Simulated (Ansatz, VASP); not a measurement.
## Two plane-wave programs on SnO2

```
CELL_PARAMETERS angstrom
5.06792 0.00000 0.00000
0.00000 5.06792 0.00000
0.00000 0.00000 5.06792
ATOMIC_POSITIONS crystal
Sn 0.00000 0.50000 0.50000
Sn 0.50000 0.50000 0.00000
Sn 0.50000 0.00000 0.50000
Sn 0.00000 0.00000 0.00000
O 0.33964 0.16036 0.83964
O 0.16036 0.83964 0.33964
O 0.83964 0.33964 0.16036
O 0.66036 0.66036 0.66036
O 0.33964 0.33964 0.33964
O 0.16036 0.66036 0.83964
O 0.83964 0.16036 0.66036
O 0.66036 0.83964 0.16036
```

Alike in both runs: functional LDA; k mesh 6 × 6 × 6; occupations gaussian, width 0.02 eV; no spin polarisation.

Ansatz relaxed the structure, and its values are those at the end. VASP's run is a single point on that final structure, the one shown.

```csv
,VASP,Ansatz
version,VASP 6.6.1,Ansatz 0.2.0
potentials or method,"VASP PAW LDA potentials, release 64 (Sn_d, O), cutoff 520 eV","scalar-relativistic, plane waves, PAW"
valence electrons in the cell,104,104
```

Ansatz gave:

```
gap on the k mesh at the Fermi level (eV) : 1.09
least direct gap on the mesh (eV)         : 1.18
pressure (GPa)                            : 0.0
```

Question: Which values does VASP return?

Answer: gap on the k mesh at the Fermi level (eV): 1.13; least direct gap on the mesh (eV): 1.22; pressure (GPa): 1.1.

LDA's correlation is that of Perdew and Zunger in VASP and of Perdew and Wang (1992) in Ansatz.
